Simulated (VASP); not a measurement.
# HWCl6 (R-3m) in VASP: single point with PBE

Aim: the single point of HWCl6 with PBE.

All numbers are computed with VASP 6.6.1; they aren't measurements. Logs are shortened: lines on timing, memory, paths and dates and some standing lists are left out, and cuts for length are marked.

### 1 The cell of the first run

Symmetry: R-3m, No. 166, trigonal system. The conventional cell has a = 4.599 Å, b = 4.599 Å, c = 29.293 Å, α = 90.00°, β = 90.00°, γ = 120.00°. H (site symmetry -3m) has 12 Cl at 2.83 to 3.76 Å within 3.8 Å. Within 2.9 Å of W (site symmetry -3m) lie 8 Cl at 2.22 to 2.66 Å. Cl (site symmetry 3m) has 3 W at 2.66 Å and 10 Cl at 2.67 to 3.73 Å within 3.8 Å. Within 2.9 Å of Cl (site symmetry 3m) lie 1 W at 2.22 Å. Within 3.8 Å of Cl (site symmetry 3m) lie 3 H at 2.83 Å and 8 Cl at 3.14 to 3.73 Å.

The cell was generated, and may not be a known phase.

### 2 Single point, PBE

INCAR

```
SYSTEM = HWCl6
ALGO = Normal
EDIFF = 1E-7
ENCUT = 520
GGA = PE
ISIF = 2
ISMEAR = 0
LASPH = .True.
LCHARG = .False.
LREAL = .False.
LWAVE = .False.
NBANDS = 38
NELM = 100
PREC = Accurate
SIGMA = 0.15
```

KPOINTS

```
k-points
0
Gamma
  3 3 3
  0 0 0
```

POSCAR

```
HWCl6
1.0
    2.2996769110      1.3277190817      9.7641830596
   -2.2996769110      1.3277190817      9.7641830596
    0.0000000000     -2.6554381692      9.7641830588
H W Cl
1 1 6
Direct
    0.5000000000      0.5000000000      0.5000000000
    0.0000000000      0.0000000000      0.0000000000
    0.6720501821      0.6720501821      0.6720501821
    0.0757795442      0.0757795442      0.0757795442
    0.9242204558      0.9242204558      0.9242204558
    0.3279498179      0.3279498179      0.3279498179
    0.2004572344      0.2004572344      0.2004572344
    0.7995427656      0.7995427656      0.7995427656
```

Potentials or basis: VASP PAW PBE potentials, release 64 (H, W_sv, Cl).

On the command line:

```
cat potpaw_PBE.64/H/POTCAR potpaw_PBE.64/W_sv/POTCAR potpaw_PBE.64/Cl/POTCAR > POTCAR
mpirun -np 1 vasp_std > vasp.out
```

OUTCAR:

```text
SYSTEM = HWCl6
   EDIFF = 1E-7
   ENCUT = 520
   GGA = PE
   ISIF = 2
   ISMEAR = 0
   LASPH = .True.
   LREAL = .False.
   NELM = 100
   PREC = Accurate

 ion  position               nearest neighbor table
   1  0.500  0.500  0.500-
   2  0.000  0.000  0.000-   4 2.22   5 2.22   3 2.66   3 2.66   6 2.66   6 2.66   3 2.66   6 2.66

   3  0.672  0.672  0.672-   2 2.66   2 2.66   2 2.66
   4  0.076  0.076  0.076-   2 2.22
   5  0.924  0.924  0.924-   2 2.22
   6  0.328  0.328  0.328-   2 2.66   2 2.66   2 2.66
   7  0.200  0.200  0.200-
   8  0.800  0.800  0.800-

  LATTYP: Found a trigonal (rhomboedric) cell.
 ALAT       =    10.1188251628
 COS(alpha) =     0.8966992532

  Lattice vectors:

 A1 = (   2.2996769110,   1.3277190817,   9.7641830596)
 A2 = (  -2.2996769110,   1.3277190817,   9.7641830596)
 A3 = (   0.0000000000,  -2.6554381692,   9.7641830588)

Analysis of symmetry for initial positions (statically):
=====================================================================
 Subroutine PRICEL returns:
 Original cell was already a primitive cell.

 Routine SETGRP: Setting up the symmetry group for a
 trigonal (rhombohedral) supercell.

 Subroutine GETGRP returns: Found 12 space group operations
 (whereof 12 operations were pure point group operations)
 out of a pool of 12 trial point group operations.

The static configuration has the point symmetry D_3d.

Analysis of symmetry for dynamics (positions and initial velocities):
=====================================================================
 Subroutine PRICEL returns:
 Original cell was already a primitive cell.

 Routine SETGRP: Setting up the symmetry group for a
 trigonal (rhombohedral) supercell.

 Subroutine GETGRP returns: Found 12 space group operations
 (whereof 12 operations were pure point group operations)
 out of a pool of 12 trial point group operations.

The dynamic configuration has the point symmetry D_3d.

 Subroutine INISYM returns: Found 12 space group operations
 (whereof 12 operations are pure point group operations),
 and found     1 'primitive' translations

----------------------------------------------------------------------------------------

                                     Primitive cell

  volume of cell :     178.8793

  direct lattice vectors                    reciprocal lattice vectors
     2.299676911  1.327719082  9.764183060     0.217421846  0.125528562  0.034138374
    -2.299676911  1.327719082  9.764183060    -0.217421846  0.125528562  0.034138374
     0.000000000 -2.655438169  9.764183059     0.000000000 -0.251057123  0.034138374

  length of vectors
    10.118825163 10.118825163 10.118825163     0.253367535  0.253367535  0.253367535

  position of ions in fractional coordinates (direct lattice)
     0.500000000  0.500000000  0.500000000
     0.000000000  0.000000000  0.000000000
     0.672050182  0.672050182  0.672050182
     0.075779544  0.075779544  0.075779544
     0.924220456  0.924220456  0.924220456
     0.327949818  0.327949818  0.327949818
     0.200457234  0.200457234  0.200457234
     0.799542766  0.799542766  0.799542766

  ion indices of the primitive-cell ions
   primitive index   ion index
                 1           1
                 2           2
                 3           3
                 4           4
                 5           5
                 6           6
                 7           7
                 8           8

----------------------------------------------------------------------------------------

 KPOINTS: k-points

Automatic generation of k-mesh.
 Grid dimensions read from file:
 generate k-points for:    3    3    3

 Generating k-lattice:

  Cartesian coordinates                     Fractional coordinates (reciprocal lattice)
     0.072473949  0.041842854  0.011379458     0.333333333 -0.000000000  0.000000000
    -0.072473949  0.041842854  0.011379458    -0.000000000  0.333333333  0.000000000
     0.000000000 -0.083685708  0.011379458     0.000000000  0.000000000  0.333333333

  Length of vectors
     0.084455845  0.084455845  0.084455845

  Shift w.r.t. Gamma in fractional coordinates (k-lattice)
     0.000000000  0.000000000  0.000000000

 Subroutine IBZKPT returns following result:
 ===========================================

 Found      6 irreducible k-points:

 Following reciprocal coordinates:
            Coordinates               Weight
  0.000000  0.000000  0.000000      1.000000
  0.333333  0.000000 -0.000000      6.000000
  0.333333  0.333333 -0.000000      6.000000
 -0.333333  0.333333  0.000000      6.000000
  0.333333  0.333333  0.333333      2.000000
 -0.333333  0.333333  0.333333      6.000000
   k-points           NKPTS =      6   k-points in BZ     NKDIM =      6   number of bands    NBANDS=     38
   number of dos      NEDOS =    301   number of ions     NIONS =      8
   total plane-waves  NPLWV = 512000
   dimension x,y,z NGX =    80 NGY =   80 NGZ =   80
   dimension x,y,z NGXF=   160 NGYF=  160 NGZF=  160
   ions per type =               1   1   6
   NGX,Y,Z   is equivalent  to a cutoff of  13.14, 13.14, 13.14 a.u.
   NGXF,Y,Z  is equivalent  to a cutoff of  26.29, 26.29, 26.29 a.u.
 SYSTEM =  HWCl6
   PREC   = accura    normal or accurate (medium, high low for compatibility)
   ISTART =      0    job   : 0-new  1-cont  2-samecut
   ICHARG =      2    charge: 1-file 2-atom 10-const
   ISPIN  =      1    spin polarized calculation?
   LNONCOLLINEAR =      F non collinear calculations
   LSORBIT =      F    spin-orbit coupling
   LASPH  =      T    aspherical Exc in radial PAW
   ENCUT  =  520.0 eV  38.22 Ry    6.18 a.u.  18.81 18.81 18.81*2*pi/ulx,y,z
   NELM   =    100;   NELMIN=  2; NELMDL= -5     # of ELM steps
   EDIFF  = 0.1E-06   stopping-criterion for ELM
   LREAL  =      F    real-space projection
   EDIFFG = 0.1E-05   stopping-criterion for IOM
   NSW    =      0    number of steps for IOM
   IBRION =     -1    ionic relax: 0-MD 1-quasi-New 2-CG
   NFREE  =      0    steps in history (QN), initial steepest desc. (CG)
   ISIF   =      2    stress and relaxation
   ISYM   =      2    0-nonsym 1-usesym 2-fastsym
   POTIM  = 0.5000    time-step for ionic-motion
   TEBEG  =    0.0;   TEEND  =   0.0 temperature during run
   PSTRESS=    0.0 pullay stress
   NELECT =      57.0000    total number of electrons
   NUPDOWN=      -1.0000    fix difference up-down
   EMIN   =  10.00;   EMAX   =-10.00  energy-range for DOS
   EFERMI =   0.00;   METHOD = LEGACY
   ISMEAR =     0;   SIGMA  =   0.15  broadening in eV -4-tet -1-fermi 0-gaus
   EFERMI_NEDOS =   21; number of points for ismear=-14 and -15
   IALGO  =     38    algorithm
   IMIX   =      4    mixing-type and parameters
     AMIX     =   0.40;   BMIX     =  1.00
     AMIX_MAG =   1.60;   BMIX_MAG =  1.00
  volume/ion in A,a.u.               =      22.36       150.89
  Fermi-wavevector in a.u.,A,eV,Ry     =   1.118183  2.113060 17.011829  1.250334
  Thomas-Fermi vector in A             =   2.254812
   LORBIT       =      0    0 simple, 1 ext, 2 COOP (PROOUT), +10 PAW based schemes
   GGA     = PE    functional components
   LHFCALC =     F    Hartree Fock is set to
   AEXX    =    0.0000 exact exchange contribution
   IVDW    =     0    specifies the selected vdW correction
   LEPSILON=     F    determine dielectric tensor
   LRPA    =     F    only Hartree local field effects (RPA)
 non-spin polarized calculation
 Gauss-broadening in eV      SIGMA  =   0.15
  energy-cutoff  :      520.00
  volume of cell :      178.88
 maximum number of plane-waves:      4861
 NGX is ok and might be reduce to    80
   NGX = 37   NGY = 37   NGZ = 37

 number of electron      57.0000002 magnetization

 Free energy of the ion-electron system (eV)
  ---------------------------------------------------
  ext. energy  EPLUGINS =         0.00000000
  ---------------------------------------------------
  free energy    TOTEN  =       -25.57770142 eV

  energy without entropy =      -25.56278793  energy(sigma->0) =      -25.57024467

 E-fermi :   2.2005     XC(G=0):  -8.7745

 val. band max:        1.8246206200   @ k =  -0.3333   0.3333   0.0000
 cond. band min:       2.2053940013   @ k =   0.0000   0.0000   0.0000
 fundamental gap:      0.3807733813
 Fermi energy:         2.2005161529

 k-point     1 :       0.0000    0.0000    0.0000
  band No.  band energies     occupation
      1     -73.7423      2.00000
      2     -37.9801      2.00000
      3     -37.8615      2.00000
      4     -37.8615      2.00000
      5     -16.0847      2.00000
      6     -13.9272      2.00000
[... 30 lines left out ...]
     37       8.7876      0.00000
     38       8.7876      0.00000

 k-point     2 :       0.3333    0.0000   -0.0000
  band No.  band energies     occupation
      1     -73.7422      2.00000
      2     -37.9799      2.00000
      3     -37.8664      2.00000
      4     -37.8625      2.00000
      5     -15.4676      2.00000
      6     -14.0385      2.00000
[... 30 lines left out ...]
     37       9.2639      0.00000
     38       9.4448      0.00000

 k-point     3 :       0.3333    0.3333   -0.0000
  band No.  band energies     occupation
      1     -73.7423      2.00000
      2     -37.9799      2.00000
      3     -37.8664      2.00000
      4     -37.8625      2.00000
      5     -15.4676      2.00000
      6     -14.0372      2.00000
[... 30 lines left out ...]
     37       9.4319      0.00000
     38       9.4644      0.00000

 k-point     4 :      -0.3333    0.3333    0.0000
  band No.  band energies     occupation
      1     -73.7422      2.00000
      2     -37.9798      2.00000
      3     -37.8660      2.00000
      4     -37.8659      2.00000
      5     -14.7203      2.00000
      6     -14.7203      2.00000
[... 30 lines left out ...]
     37       9.8289      0.00000
     38      10.0102      0.00000

 k-point     5 :       0.3333    0.3333    0.3333
  band No.  band energies     occupation
      1     -73.7423      2.00000
      2     -37.9801      2.00000
      3     -37.8615      2.00000
      4     -37.8615      2.00000
      5     -16.0846      2.00000
      6     -13.9173      2.00000
[... 30 lines left out ...]
     37       8.7664      0.00000
     38       8.7664      0.00000

 k-point     6 :      -0.3333    0.3333    0.3333
  band No.  band energies     occupation
      1     -73.7422      2.00000
      2     -37.9799      2.00000
      3     -37.8664      2.00000
      4     -37.8625      2.00000
      5     -15.4675      2.00000
      6     -14.0371      2.00000
[... 30 lines left out ...]
     37       9.4564      0.00000
     38       9.4595      0.00000

------------------------ aborting loop because EDIFF is reached ----------------------------------------

  FORCE on cell =-STRESS in cart. coord.  units (eV):
  Direction    XX          YY          ZZ          XY          YZ          ZX
  --------------------------------------------------------------------------------------
  -------------------------------------------------------------------------------------
  Total       -0.0220514     -0.0220514      0.1790548     -0.0000000     -0.0000000      0.0000000
  in kB       -0.1975087     -0.1975087      1.6037492     -0.0000000     -0.0000000      0.0000000
  external PRESSURE =       0.4029106 kB  Pullay stress =       0.0000000 kB

 VOLUME and BASIS-vectors are now :
 -----------------------------------------------------------------------------
  energy-cutoff  :      520.00
  volume of cell :      178.88
      direct lattice vectors                 reciprocal lattice vectors
     2.299676911  1.327719082  9.764183060     0.217421846  0.125528562  0.034138374
    -2.299676911  1.327719082  9.764183060    -0.217421846  0.125528562  0.034138374
     0.000000000 -2.655438169  9.764183059     0.000000000 -0.251057123  0.034138374

 POSITION                                       TOTAL-FORCE (eV/Angst)
 -----------------------------------------------------------------------------------
      0.00000     -0.00000     14.64627        -0.000000      0.000000     -0.000000
      0.00000      0.00000      0.00000         0.000000      0.000000     -0.000000
      0.00000     -0.00000     19.68606         0.000000     -0.000000      0.005610
      0.00000     -0.00000      2.21978         0.000000      0.000000     -0.009223
      0.00000     -0.00000     27.07277         0.000000     -0.000000      0.009223
      0.00000     -0.00000      9.60649         0.000000      0.000000     -0.005610
      0.00000     -0.00000      5.87190         0.000000     -0.000000      0.007346
      0.00000     -0.00000     23.42065         0.000000      0.000000     -0.007346
 -----------------------------------------------------------------------------------
    total drift:                                0.000000     -0.000000      0.000000

  FREE ENERGIE OF THE ION-ELECTRON SYSTEM (eV)
  ---------------------------------------------------
  free  energy   TOTEN  =       -25.5777014212 eV

  energy  without entropy=      -25.5627879287  energy(sigma->0) =      -25.57024467
```

Run time: 3.8 min. Hardware: 1 thread of Intel Xeon Platinum 8375C at 2.90GHz (Ice Lake), shared host; peak memory 0.91 GiB.

What came out:

* Free energy: -25.5777 eV
* Pressure: 0.0 GPa
* Largest force: 0.009 eV/Å
* Band gap on the k mesh: zero (an odd number of electrons rules out a gap without spin polarisation)

Forces on the atoms (eV/Å):
```
H    0.000  0.000  0.000
W    0.000  0.000  0.000
Cl   0.000  0.000  0.006
Cl   0.000  0.000 -0.009
Cl   0.000  0.000  0.009
Cl   0.000  0.000 -0.006
Cl   0.000  0.000  0.007
Cl   0.000  0.000 -0.007
```

Caveat: the k points lie up to 0.53 Å⁻¹ apart, too coarse for converged energies and pressures of a metal; spin-orbit coupling is left out, which moves the levels of the heavy elements; an odd number of electrons without spin polarisation forces a metal; a magnetic or distorted state may lie lower.

The gap in the log of VASP goes by the Fermi energy; the results here count the filled bands.